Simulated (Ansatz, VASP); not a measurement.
**Two plane-wave programs on Hf**

INCAR

```
SYSTEM = Hf
PREC = Accurate
ENCUT = 520
EDIFF = 1E-7
ISMEAR = -1
SIGMA = 0.05
LREAL = .FALSE.
LASPH = .TRUE.
NELM = 80
ALGO = Normal
ISIF = 2
LWAVE = .FALSE.
LCHARG = .FALSE.
GGA = PE
NBANDS = 22
```

KPOINTS

```
Automatic mesh
0
G
  6 6 9
  0 0 0
```

POSCAR

```
Hf
1.0
    4.8952628153      0.0000000000      0.0000000000
   -2.4476314076      4.2394219562      0.0000000000
    0.0000000000      0.0000000000      3.0445212957
Hf
3
Direct
    0.0000000000      0.0000000000      0.0000000000
    0.3333333333      0.6666666667      0.5000000000
    0.6666666667      0.3333333333      0.5000000000
```

input.yaml

```yaml
crystal:
  lattice:
    - [4.8952628153, 0.0, 0.0]
    - [-2.4476314076, 4.2394219562, 0.0]
    - [0.0, 0.0, 3.0445212957]
  atoms:
    - { symbol: Hf, position: [0.0, 0.0, 0.0] }
    - { symbol: Hf, position: [0.3333333333, 0.6666666667, 0.5] }
    - { symbol: Hf, position: [0.6666666667, 0.3333333333, 0.5] }
hamiltonian:
  xc: pbe
  pseudopotentials: { kind: paw }
kpoints:
  mp_grid: { grid: [6, 6, 9] }
scf:
  occupations: { method: fermi_dirac, width: 0.05 }
output:
  forces: true
  stress: true
  eigenvalues: true
```

Alike in both runs: task single point; functional PBE; k mesh 6 × 6 × 9; occupations fermi-dirac, width 0.05 eV; no spin polarisation.

|  | VASP | Ansatz |
| --- | --- | --- |
| version | VASP 6.6.1 | Ansatz 0.2.0 |
| potentials or method | VASP PAW PBE potentials, release 64 (Hf_pv) | Ansatz PAW |
| plane-wave cutoff (eV) | 520 | 420 |
| valence electrons in the cell | 30 | 78 |

|  | VASP | Ansatz | Ansatz less VASP |
| --- | --- | --- | --- |
| gap on the k mesh at the Fermi level (eV) | none | none | - |
| pressure (GPa) | 6.6 | 7.0 | +0.45 |
| traceless stress, the component that is largest in VASP (GPa) | 0.27 | 0.14 | -0.135 |

A gap of «none» marks a metal or a gap that the smearing closes. With one functional, cell and mesh, what is left measures potentials, basis and numerics. VASP's potentials hold 30 valence electrons a cell and Ansatz's 78, so a difference there can come from the potentials and not from the codes.

Spin-orbit coupling is off throughout.
